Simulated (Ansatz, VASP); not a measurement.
AlN: VASP beside Ansatz

```
CELL_PARAMETERS angstrom
0.00000 2.01043 2.01043
2.01043 0.00000 2.01043
2.01043 2.01043 0.00000
ATOMIC_POSITIONS crystal
Al 0.00000 0.00000 0.00000
N 0.50000 0.50000 0.50000
```

Change from the starting cell: volume scaled by 1.05.

Alike in both runs: task single point; functional PBE; k mesh 10 × 10 × 10; occupations fermi-dirac, width 0.02 eV; no spin polarisation.

|  | VASP | Ansatz |
| --- | --- | --- |
| version | VASP 6.6.1 | Ansatz 0.2.0 |
| potentials or method | VASP PAW PBE potentials, release 64 (Al, N), cutoff 520 eV | all-electron LAPW, scalar-relativistic |

|  | VASP | Ansatz | Ansatz less VASP |
| --- | --- | --- | --- |
| gap on the k mesh at the Fermi level (eV) | 4.77 | 4.78 | +0.016 |
| pressure (GPa) | 9.7 | 10.0 | +0.32 |

Ansatz ran all-electron here, and VASP with PAW potentials.
